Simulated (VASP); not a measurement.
# TaN in VASP: further runs

Runs on TaN. Level: PBE. Tasks: single point.

Everything below comes from runs of VASP 6.6.1. Logs are shortened: lines on timing, memory, paths and dates and some standing lists are left out, and cuts for length are marked.

## 1. The cell of the first run

The cell holds an amorphous packing of atoms, 16 atoms: a = 5.917 Å, b = 5.654 Å, c = 5.524 Å, α = 94.50°, β = 89.17°, γ = 87.23°.

## 2. Single point, PBE

INCAR

```
SYSTEM = TaN
  PREC = Accurate
  ENCUT = 520
  EDIFF = 1E-6
  ISMEAR = -1
  SIGMA = 0.3447
  LREAL = Auto
  LASPH = .TRUE.
  NELM = 80
  ALGO = Normal
  ISIF = 2
  LWAVE = .FALSE.
  LCHARG = .FALSE.
  GGA = PE
  ISYM = 0
  NBANDS = 78
```

KPOINTS

```
Automatic mesh
0
Gamma
  1 1 1
  0.25 0.25 0.25
```

POSCAR

```
TaN
1.0
    5.9152850000      0.1408810000      0.0440940000
    0.1408810000      5.6478040000     -0.2198280000
    0.0440940000     -0.2198280000      5.5198490000
Ta N
8 8
Direct
    0.5463495184      0.2571684509      0.2109525262
    0.0854636862      0.2352077871      0.6440248314
    0.5091031888      0.8891430164      0.7063588397
    0.4184467670      0.7892001887      0.1866649445
    0.0312474347      0.5011410991      0.1408413566
    0.8839100671      0.9262407769      0.1262600711
    0.0482243261      0.7625152669      0.5943995574
    0.5880165735      0.3243953221      0.6848379679
    0.7959398465      0.2581653022      0.4471442589
    0.7195841068      0.7171902354      0.8312117149
    0.7434316841      0.7941866916      0.3774185843
    0.2319031936      0.8525582868      0.9367771915
    0.3548762577      0.4334624173      0.9965568374
    0.8069219456      0.2872529720      0.9699558503
    0.3552177641      1.0984096361      0.4025409429
    0.4084963598      0.6278822044      0.5073011691
```

Potentials or basis: VASP PAW PBE potentials, release 64 (Ta_pv, N).

Launch:

```
cat potpaw_PBE.64/Ta_pv/POTCAR potpaw_PBE.64/N/POTCAR > POTCAR
mpirun -np 1 vasp_std > vasp.out
```

OUTCAR:

```text
SYSTEM = TaN
   PREC = Accurate
   ENCUT = 520
   EDIFF = 1E-6
   ISMEAR = -1
   LREAL = Auto
   LASPH = .TRUE.
   NELM = 80
   ISIF = 2
   GGA = PE
   ISYM = 0

 ion  position               nearest neighbor table
   1  0.546  0.257  0.211-  15 1.85  13 1.95   9 1.98  14 2.04   8 2.63  16 2.65   6 2.68   4 2.78
                             8 2.97   4 3.08   5 3.27   5 3.32   3 3.36   3 3.58
   2  0.085  0.235  0.644-   9 2.05  15 2.14  14 2.41   7 2.69   8 2.96   7 3.01   5 3.03   8 3.05
                             3 3.14   5 3.27   6 3.49   6 3.52
   3  0.509  0.889  0.706-  10 1.73  16 1.90  12 2.09  11 2.28  15 2.30   8 2.54   4 2.81   7 2.92
                             4 2.94   2 3.14   8 3.20   6 3.23   7 3.27   1 3.36   1 3.58
   4  0.418  0.789  0.187-  12 1.83  15 2.05  16 2.06  11 2.21  13 2.25  10 2.63   1 2.78   3 2.81
                             5 2.88   6 2.92   3 2.94   1 3.08   7 3.14   6 3.25
   5  0.031  0.501  0.141-  14 2.03  13 2.07   6 2.52  11 2.58  12 2.68   9 2.68   7 2.81   4 2.88
                             2 3.03   1 3.27   2 3.27   1 3.32   6 3.40   7 3.47
   6  0.884  0.926  0.126-  11 1.83  10 2.20  12 2.30  14 2.31   9 2.51   5 2.52   1 2.68   4 2.92
                             7 2.98   7 3.14   3 3.23   4 3.25   5 3.40   2 3.49   2 3.52
   7  0.048  0.763  0.594-  11 2.19  12 2.23  16 2.26  10 2.36   2 2.69   5 2.81   3 2.92   6 2.98
                             2 3.01   4 3.14   6 3.14   3 3.27   5 3.47
   8  0.588  0.324  0.685-   9 1.79  14 2.07  13 2.22  16 2.27  15 2.43  10 2.47   3 2.54   1 2.63
                             2 2.96   1 2.97   2 3.05   3 3.20
   9  0.796  0.258  0.447-   8 1.79   1 1.98   2 2.05   6 2.51   5 2.68
  10  0.720  0.717  0.831-   3 1.73   6 2.20   7 2.36   8 2.47   4 2.63
  11  0.743  0.794  0.377-   6 1.83   7 2.19   4 2.21   3 2.28   5 2.58
  12  0.232  0.853  0.937-   4 1.83   3 2.09   7 2.23   6 2.30   5 2.68
  13  0.355  0.433  0.997-   1 1.95   5 2.07   8 2.22   4 2.25
  14  0.807  0.287  0.970-   5 2.03   1 2.04   8 2.07   6 2.31   2 2.41
  15  0.355  0.098  0.403-   1 1.85   4 2.05   2 2.14   3 2.30   8 2.43
  16  0.408  0.628  0.507-   3 1.90   4 2.06   7 2.26   8 2.27   1 2.65

IMPORTANT INFORMATION: All symmetrisations will be switched off!
NOSYMM: (Re-)initialisation of all symmetry stuff for point group C_1.

----------------------------------------------------------------------------------------

                                     Primitive cell

  volume of cell :     184.0000

  direct lattice vectors                    reciprocal lattice vectors
     5.915285000  0.140881000  0.044094000     0.169166816 -0.004278993 -0.001521760
     0.140881000  5.647804000 -0.219828000    -0.004278993  0.177443090  0.007100853
     0.044094000 -0.219828000  5.519849000    -0.001521760  0.007100853  0.181459324

  length of vectors
     5.917126699  5.653836028  5.524400566     0.169227767  0.177636658  0.181604582

  position of ions in fractional coordinates (direct lattice)
     0.546349518  0.257168451  0.210952526
     0.085463686  0.235207787  0.644024831
     0.509103189  0.889143016  0.706358840
     0.418446767  0.789200189  0.186664945
     0.031247435  0.501141099  0.140841357
     0.883910067  0.926240777  0.126260071
     0.048224326  0.762515267  0.594399557
     0.588016573  0.324395322  0.684837968
     0.795939846  0.258165302  0.447144259
     0.719584107  0.717190235  0.831211715
     0.743431684  0.794186692  0.377418584
     0.231903194  0.852558287  0.936777191
     0.354876258  0.433462417  0.996556837
     0.806921946  0.287252972  0.969955850
     0.355217764  0.098409636  0.402540943
     0.408496360  0.627882204  0.507301169

  ion indices of the primitive-cell ions
   primitive index   ion index
                 1           1
                 2           2
                 3           3
                 4           4
                 5           5
                 6           6
                 7           7
                 8           8
                 9           9
                10          10
                11          11
                12          12
                13          13
                14          14
                15          15
                16          16

----------------------------------------------------------------------------------------

 KPOINTS: Automatic mesh

Automatic generation of k-mesh.
 Grid dimensions read from file:
 generate k-points for:    1    1    1

 Generating k-lattice:

  Cartesian coordinates                     Fractional coordinates (reciprocal lattice)
     0.169166816 -0.004278993 -0.001521760     1.000000000  0.000000000  0.000000000
    -0.004278993  0.177443090  0.007100853     0.000000000  1.000000000  0.000000000
    -0.001521760  0.007100853  0.181459324    -0.000000000 -0.000000000  1.000000000

  Length of vectors
     0.169227767  0.177636658  0.181604582

  Shift w.r.t. Gamma in fractional coordinates (k-lattice)
     0.250000000  0.250000000  0.250000000

 Subroutine IBZKPT returns following result:
 ===========================================

 Found      1 irreducible k-points:

 Following reciprocal coordinates:
            Coordinates               Weight
  0.250000  0.250000  0.250000      2.000000
   k-points           NKPTS =      1   k-points in BZ     NKDIM =      1   number of bands    NBANDS=     78
   number of dos      NEDOS =    301   number of ions     NIONS =     16
   total plane-waves  NPLWV =  84672
   dimension x,y,z NGX =    48 NGY =   42 NGZ =   42
   dimension x,y,z NGXF=    96 NGYF=   84 NGZF=   84
   ions per type =               8   8
   NGX,Y,Z   is equivalent  to a cutoff of  13.49, 12.35, 12.64 a.u.
   NGXF,Y,Z  is equivalent  to a cutoff of  26.97, 24.70, 25.28 a.u.
 SYSTEM =  TaN
   PREC   = accura    normal or accurate (medium, high low for compatibility)
   ISTART =      0    job   : 0-new  1-cont  2-samecut
   ICHARG =      2    charge: 1-file 2-atom 10-const
   ISPIN  =      1    spin polarized calculation?
   LNONCOLLINEAR =      F non collinear calculations
   LSORBIT =      F    spin-orbit coupling
   LASPH  =      T    aspherical Exc in radial PAW
   ENCUT  =  520.0 eV  38.22 Ry    6.18 a.u.  11.00 10.51 10.27*2*pi/ulx,y,z
   NELM   =     80;   NELMIN=  2; NELMDL= -5     # of ELM steps
   EDIFF  = 0.1E-05   stopping-criterion for ELM
   LREAL  =      T    real-space projection
   EDIFFG = 0.1E-04   stopping-criterion for IOM
   NSW    =      0    number of steps for IOM
   IBRION =     -1    ionic relax: 0-MD 1-quasi-New 2-CG
   NFREE  =      0    steps in history (QN), initial steepest desc. (CG)
   ISIF   =      2    stress and relaxation
   ISYM   =      0    0-nonsym 1-usesym 2-fastsym
   POTIM  = 0.5000    time-step for ionic-motion
   TEBEG  =    0.0;   TEEND  =   0.0 temperature during run
   PSTRESS=    0.0 pullay stress
   NELECT =     128.0000    total number of electrons
   NUPDOWN=      -1.0000    fix difference up-down
   EMIN   =  10.00;   EMAX   =-10.00  energy-range for DOS
   EFERMI =   0.00;   METHOD = LEGACY
   ISMEAR =    -1;   SIGMA  =   0.34  broadening in eV -4-tet -1-fermi 0-gaus
   EFERMI_NEDOS =   21; number of points for ismear=-14 and -15
   IALGO  =     38    algorithm
   IMIX   =      4    mixing-type and parameters
     AMIX     =   0.40;   BMIX     =  1.00
     AMIX_MAG =   1.60;   BMIX_MAG =  1.00
  volume/ion in A,a.u.               =      11.50        77.61
  Fermi-wavevector in a.u.,A,eV,Ry     =   1.450571  2.741181 28.628765  2.104155
  Thomas-Fermi vector in A             =   2.568167
   LORBIT       =      0    0 simple, 1 ext, 2 COOP (PROOUT), +10 PAW based schemes
   GGA     = PE    functional components
   LHFCALC =     F    Hartree Fock is set to
   AEXX    =    0.0000 exact exchange contribution
   IVDW    =     0    specifies the selected vdW correction
   LEPSILON=     F    determine dielectric tensor
   LRPA    =     F    only Hartree local field effects (RPA)
 non-spin polarized calculation
  energy-cutoff  :      520.00
  volume of cell :      184.00
 maximum number of plane-waves:      4947
 NGX is ok and might be reduce to    48
   NGX = 21   NGY = 21   NGZ = 21

 number of electron     128.0000004 magnetization

 Free energy of the ion-electron system (eV)
  ---------------------------------------------------
  ext. energy  EPLUGINS =         0.00000000
  ---------------------------------------------------
  free energy    TOTEN  =      -162.96235952 eV

  energy without entropy =     -160.25506290  energy(sigma->0) =     -161.60871121

 E-fermi :   7.5875     XC(G=0): -12.8284

 val. band max:        7.4986443472   @ k =   0.2500   0.2500   0.2500
 cond. band min:       7.6286232764   @ k =   0.2500   0.2500   0.2500
 fundamental gap:      0.1299789292
 Fermi energy:         7.5875128810

 k-point     1 :       0.2500    0.2500    0.2500
  band No.  band energies     occupation
      1     -28.2044      2.00000
      2     -28.1472      2.00000
      3     -28.0667      2.00000
      4     -27.9632      2.00000
      5     -27.9059      2.00000
      6     -27.8419      2.00000
      7     -27.7758      2.00000
      8     -27.7375      2.00000
      9     -27.6934      2.00000
     10     -27.6514      2.00000
     11     -27.5771      2.00000
     12     -27.5357      2.00000
     13     -27.4574      2.00000
     14     -27.3590      2.00000
     15     -27.3468      2.00000
     16     -27.2862      2.00000
     17     -27.2566      2.00000
     18     -27.1697      2.00000
     19     -27.1065      2.00000
     20     -27.0671      2.00000
     21     -26.9285      2.00000
     22     -26.8925      2.00000
     23     -26.7419      2.00000
     24     -26.7164      2.00000
     25      -9.4010      2.00000
     26      -8.5519      2.00000
     27      -8.2905      2.00000
     28      -7.8374      2.00000
     29      -7.6851      2.00000
     30      -7.5234      2.00000
     31      -7.4459      2.00000
     32      -7.1315      2.00000
     33      -0.6322      2.00000
     34      -0.2172      2.00000
     35      -0.1166      2.00000
     36       0.0225      2.00000
     37       0.3871      2.00000
     38       0.6482      2.00000
     39       0.7437      2.00000
     40       0.9429      2.00000
     41       1.2732      2.00000
     42       1.4201      2.00000
     43       1.4456      2.00000
     44       1.8317      2.00000
     45       1.9613      2.00000
     46       2.1127      2.00000
     47       2.3687      2.00000
     48       2.5720      2.00000
     49       2.6812      2.00000
     50       2.8446      2.00000
     51       3.2224      1.99999
     52       3.3504      1.99999
     53       3.5115      1.99999
     54       3.8572      1.99996
     55       4.2174      1.99989
     56       4.4591      1.99977
     57       5.2523      1.99772
     58       5.5266      1.99495
     59       5.6807      1.99211
     60       5.8763      1.98613
     61       6.5083      1.91629
     62       6.7656      1.83128
     63       7.3152      1.37565
     64       7.4986      1.12820
     65       7.6286      0.94044
     66       8.0821      0.38472
     67       8.3427      0.20113
     68       8.4922      0.13514
     69       8.8409      0.05135
     70       8.9955      0.03310
     71       9.2037      0.01823
     72       9.5871      0.00603
     73       9.8137      0.00313
     74       9.8672      0.00268
     75      10.2160      0.00098
     76      10.4081      0.00056
 [bands above 76 left out]

------------------------ aborting loop because EDIFF is reached ----------------------------------------

  FORCE on cell =-STRESS in cart. coord.  units (eV):
  Direction    XX          YY          ZZ          XY          YZ          ZX
  --------------------------------------------------------------------------------------
  -------------------------------------------------------------------------------------
  Total       38.6733874     51.2653856     45.7301376      0.4113616    -14.7494125      3.5981128
  in kB      336.7478860    446.3925041    398.1944232      3.5819241   -128.4302671     31.3305086
  external PRESSURE =     393.7782711 kB  Pullay stress =       0.0000000 kB

 VOLUME and BASIS-vectors are now :
 -----------------------------------------------------------------------------
  energy-cutoff  :      520.00
  volume of cell :      184.00
      direct lattice vectors                 reciprocal lattice vectors
     5.915285000  0.140881000  0.044094000     0.169166816 -0.004278993 -0.001521760
     0.140881000  5.647804000 -0.219828000    -0.004278993  0.177443090  0.007100853
     0.044094000 -0.219828000  5.519849000    -0.001521760  0.007100853  0.181459324

 POSITION                                       TOTAL-FORCE (eV/Angst)
 -----------------------------------------------------------------------------------
      3.27735      1.48303      1.13198         0.081142      4.844282     -3.870024
      0.56708      1.19887      3.50698        -0.016164      0.947560     -0.008197
      3.16790      4.93815      3.72598        -4.258581      3.402959     -3.005839
      2.59465      4.47517      0.87532         1.799268     -2.666482      3.390543
      0.26165      2.80379      0.66864         0.029800     -3.027557      0.290159
      5.36464      5.32800      0.53230         2.047845      4.501563     -3.485237
      0.41889      4.18266      3.11550        -1.336415     -1.279208      0.723862
      3.55418      1.76441      3.73482        -4.126539      6.273540      6.119283
      4.76430      1.47190      2.44651         6.803222     -0.860383     -4.732695
      4.39424      3.96920      4.46223         7.672981     -4.247980      5.268055
      4.52614      4.50718      1.94149         1.599389     -1.961702      1.856588
      1.53319      4.64182      4.99368        -4.811453      1.644312     -3.632296
      2.20420      2.27903      5.42120        -1.811182     -0.479759     -0.125007
      4.85641      1.52281      5.32644         2.416159     -1.316994     -1.860775
      2.13283      0.51735      2.21599        -2.212565     -1.407526      3.867622
      2.52720      3.49219      2.68021        -3.876907     -4.366624     -0.796042
 -----------------------------------------------------------------------------------
    total drift:                               -0.002266      0.003830      0.004008

  FREE ENERGIE OF THE ION-ELECTRON SYSTEM (eV)
  ---------------------------------------------------
  free  energy   TOTEN  =      -162.9623595237 eV

  energy  without entropy=     -160.2550629018  energy(sigma->0) =     -161.60871121
```

Wall time 36 s (1 thread of Intel Xeon 6975P-C (Granite Rapids), shared host); peak memory 0.28 GiB.

Results:

- Free energy: -162.9624 eV
- Pressure: 39.4 GPa
- Largest force: 10.231 eV/Å
- Band gap on the k mesh: 0.13 eV

Forces on the atoms (eV/Å):
```
Ta   0.081  4.844 -3.870
Ta  -0.016  0.948 -0.008
Ta  -4.259  3.403 -3.006
Ta   1.799 -2.666  3.391
Ta   0.030 -3.028  0.290
Ta   2.048  4.502 -3.485
Ta  -1.336 -1.279  0.724
Ta  -4.127  6.274  6.119
N    6.803 -0.860 -4.733
N    7.673 -4.248  5.268
N    1.599 -1.962  1.857
N   -4.811  1.644 -3.632
N   -1.811 -0.480 -0.125
N    2.416 -1.317 -1.861
N   -2.213 -1.408  3.868
N   -3.877 -4.367 -0.796
```

Stress tensor (GPa, compression positive):
```
 33.67   0.36   3.13
  0.36  44.64 -12.84
  3.13 -12.84  39.82
```

Caveat: the k points lie up to 1.14 Å⁻¹ apart; spin-orbit coupling is left out, which moves the levels of the heavy elements.

(Part 1 of 2 ends here.)
